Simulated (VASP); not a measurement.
Here is a VASP 6.6.1 calculation.

INCAR

```
SYSTEM = Lu
  ALGO = Normal
  EDIFF = 1E-7
  ENCUT = 520
  GGA = PS
  ISIF = 2
  ISMEAR = -1
  LASPH = .True.
  LCHARG = .False.
  LREAL = .False.
  LWAVE = .False.
  NBANDS = 18
  NELM = 80
  PREC = Accurate
  SIGMA = 0.05
```

Contents of KPOINTS:

```
k-points
0
Gamma
  16 16 16
  0 0 0
```

File POSCAR:

```
Lu
1.0
   -1.9103399546      1.9103399546      1.9103399546
    1.9103399546     -1.9103399546      1.9103399546
    1.9103399546      1.9103399546     -1.9103399546
Lu
1
Direct
    0.0000000000      0.0000000000      0.0000000000
```

Potentials or basis: VASP PAW PBE potentials, release 64 (Lu).

The run is started by

```console
$ cat potpaw_PBE.64/Lu/POTCAR > POTCAR
$ mpirun -np 1 vasp_std > vasp.out
```

Q: Predict the band gap on the k mesh.

A: Zero (an odd number of electrons rules out a gap without spin polarisation).

Q: What does it give for the pressure?

A: 0.1 GPa.

Caveat: the PAW data sets were made with another functional, which shifts forces and pressure a little; spin-orbit coupling is left out, which moves the levels of the heavy elements.
